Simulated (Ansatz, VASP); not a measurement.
# Al2Cu: VASP beside Ansatz

```xyz
12
Lattice="1.4145 -2.4491 -0.0006 -4.2346 -2.4439 0.0000 0.0058 -0.0046 -12.7577" Properties=species:S:1:pos:R:3 pbc="T T T"
Al   -2.8353   -3.2574   -6.3780
Al   -0.0091   -3.2610   -6.3784
Al   -1.3945   -4.0854  -12.7583
Al    0.0162   -1.6388  -12.7588
Al   -1.4076   -4.0787   -8.6875
Al    0.0024   -1.6329   -8.6892
Al   -1.4121   -4.0798   -4.0709
Al   -0.0018   -1.6329   -4.0691
Cu   -2.8130   -3.2629   -2.0170
Cu    0.0113   -3.2689   -2.0177
Cu   -2.8074   -3.2691  -10.7414
Cu    0.0146   -3.2697  -10.7425
```

Change from the starting cell: cell x2, atoms moved at random (sigma 0.15 Å) and cell strained at random (1.5 %), then relaxed without symmetry.

Alike in both runs: functional PBE; k mesh 8 × 4 × 2; occupations gaussian, width 0.2 eV; no spin polarisation.

Ansatz relaxed the structure, and its values are those at the end. VASP's run is a single point on that final structure, the one shown.

|  | VASP | Ansatz |
| --- | --- | --- |
| version | VASP 6.6.1 | Ansatz 0.2.0 |
| potentials or method | VASP PAW PBE potentials, release 64 (Al, Cu), cutoff 520 eV | scalar-relativistic, plane waves, PAW |
| valence electrons in the cell | 68 | 100 |

|  | VASP | Ansatz | Ansatz less VASP |
| --- | --- | --- | --- |
| gap on the k mesh at the Fermi level (eV) | none | none | - |
| pressure (GPa) | 0.1 | 0.0 | -0.14 |
| rms of the force components (eV/Å) | 0.006 | 0.004 | -0.0020 |

A gap of «none» marks a metal or a gap that the smearing closes. The functional is the same, so the differences come from potentials, cutoffs and numerics. VASP's potentials hold 68 valence electrons a cell and Ansatz's 100, so a difference there can come from the potentials and not from the codes.
